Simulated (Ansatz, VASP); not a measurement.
## One calculation of Cu, two programs

```
Cu
1.0
     2.48833    0.00000    0.00000
    -1.24416    2.15496    0.00000
     0.00000    0.00000    4.06371
Cu
2
Direct
  0.33333 0.66667 0.21801
  0.66667 0.33333 0.78199
```

Change from the starting cell: mode 5 frozen in at +0.000 Å and mode 6 at -0.130 Å (largest displacements).

Alike in both runs: task single point; functional LDA; k mesh 21 × 21 × 12; occupations gaussian, width 0.15 eV; no spin polarisation.

|  | VASP | Ansatz |
| --- | --- | --- |
| version | VASP 6.6.1 | Ansatz 0.2.0 |
| potentials or method | VASP PAW LDA potentials, release 64 (Cu), cutoff 520 eV | scalar-relativistic, plane waves, PAW |
| valence electrons in the cell | 22 | 38 |

VASP gave:

| Quantity | Value |
| --- | --- |
| gap on the k mesh at the Fermi level (eV) | none |
| pressure (GPa) | 9.8 |
| traceless stress, the component that is largest in VASP (GPa) | 5.87 |
| rms of the force components (eV/Å) | 1.498 |

Which values does Ansatz return?

gap on the k mesh at the Fermi level (eV): none; pressure (GPa): 8.9; traceless stress, the component that is largest in VASP (GPa): 5.93; rms of the force components (eV/Å): 1.482.

Ansatz warns that its potentials were made for another functional, while VASP's fit it. LDA's correlation is that of Perdew and Zunger in VASP and of Perdew and Wang (1992) in Ansatz. Atom by atom the forces differ by 0.015 eV/Å (rms over components). A gap of «none» marks a metal or a gap that the smearing closes. VASP's potentials hold 22 valence electrons a cell and Ansatz's 38, so a difference there can come from the potentials and not from the codes.
